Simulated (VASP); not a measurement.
## KTe4: relaxation of cell and atoms with PBE

The system is KTe4.

```xyz
5
Lattice="2.8617 1.6522 5.6427 -2.8617 1.6522 5.6427 0.0000 -3.3044 5.6427" Properties=species:S:1:pos:R:3 pbc="T T T"
K     0.0000    0.0000    8.4640
Te    0.0000    0.0000    4.9704
Te    0.0000    0.0000    1.4062
Te    0.0000    0.0000   15.5218
Te    0.0000    0.0000   11.9577
```

```
Program                : VASP 6.6.1
Task                   : relaxation of cell and atoms
Functional             : PBE
Potentials or basis    : VASP PAW PBE potentials, release 64 (K_sv, Te)
Cutoff                 : 600 eV
k mesh                 : 6 × 6 × 6
Occupations            : gaussian, width 0.1 eV
Spin                   : no spin polarisation
Dipole correction      : no
Further INCAR settings : ALGO = Normal; EDIFF = 1e-06; IBRION = 2; EDIFFG = -0.04; NSW = 90; ISIF = 3
```

| Property | Result |
| --- | --- |
| Relaxed volume | 32.68 Å³/atom |
| Relaxed cell | a = 6.712 Å, b = 6.712 Å, c = 6.712 Å, α = 50.02°, β = 50.02°, γ = 50.02° |
| Space group after relaxing (to 0.05 Å) | R-3m (No. 166) |
| Energy gained by relaxing | 23.7 meV/atom |
| Ionic steps | 16 |
| Pressure after relaxing | 0.0 GPa |
| Largest force after relaxing | 0.039 eV/Å |

Forces on the atoms (eV/Å):
```
K    0.000  0.000  0.000
Te   0.000  0.000 -0.039
Te   0.000  0.000 -0.031
Te   0.000  0.000  0.031
Te   0.000  0.000  0.039
```

Step by step:
```
step  energy change (eV)  largest force (eV/Å)  pressure (GPa)  volume (Å³)
   1              0.0000                0.3758            0.11       160.08
   2             -0.0259                0.3426           -0.09       160.58
   3             -0.0365                0.3360           -0.24       161.15
   4             -0.0589                0.2951            0.09       160.47
   5             -0.0862                0.1701            1.04       158.66
   6             -0.1004                0.1333            0.74       160.38
   7             -0.1125                0.1621            0.20       163.95
   8             -0.1126                0.1657            0.16       164.28
   9             -0.1146                0.0951            0.02       164.53
  10             -0.1154                0.0519           -0.14       164.84
  11             -0.1168                0.0501           -0.08       164.38
  12             -0.1177                0.0480            0.04       163.49
  13             -0.1177                0.0483            0.03       163.58
  14             -0.1181                0.0466            0.00       163.59
  15             -0.1183                0.0449           -0.04       163.60
  16             -0.1186                0.0390            0.00       163.41
```

Final structure:
```
CELL_PARAMETERS angstrom
2.83768 1.63833 5.85825
-2.83768 1.63833 5.85825
0.00000 -3.27667 5.85825
ATOMIC_POSITIONS crystal
K 0.50000 0.50000 0.50000
Te 0.28091 0.28091 0.28091
Te 0.08087 0.08087 0.08087
Te 0.91913 0.91913 0.91913
Te 0.71909 0.71909 0.71909
```

Levels at points of the mesh, in eV from the Fermi level:
| k point | band 14 | band 15 | band 16 | band 17 | band 18 | band 19 | band 20 |
| --- | --- | --- | --- | --- | --- | --- | --- |
| (0.00, 0.00, 0.00) | -1.56 | -1.00 | -1.00 | -0.33 | 0.25 | 0.25 | 2.33 |
| (0.50, 0.00, 0.00) | -2.14 | -0.66 | 0.17 | 0.52 | 0.66 | 1.37 | 1.79 |
| (0.50, 0.50, 0.00) | -1.96 | -0.62 | -0.07 | 0.04 | 0.49 | 0.86 | 1.78 |
| (0.50, 0.50, 0.50) | -1.85 | -1.72 | -0.86 | -0.86 | 0.67 | 0.67 | 0.80 |

Run time: 20 min on 1 thread of Intel(R) Xeon(R) Platinum 8559C (Emerald Rapids) (shared host), peak memory 0.51 GiB.

Caveat: spin-orbit coupling is left out, which moves the levels of the heavy elements.
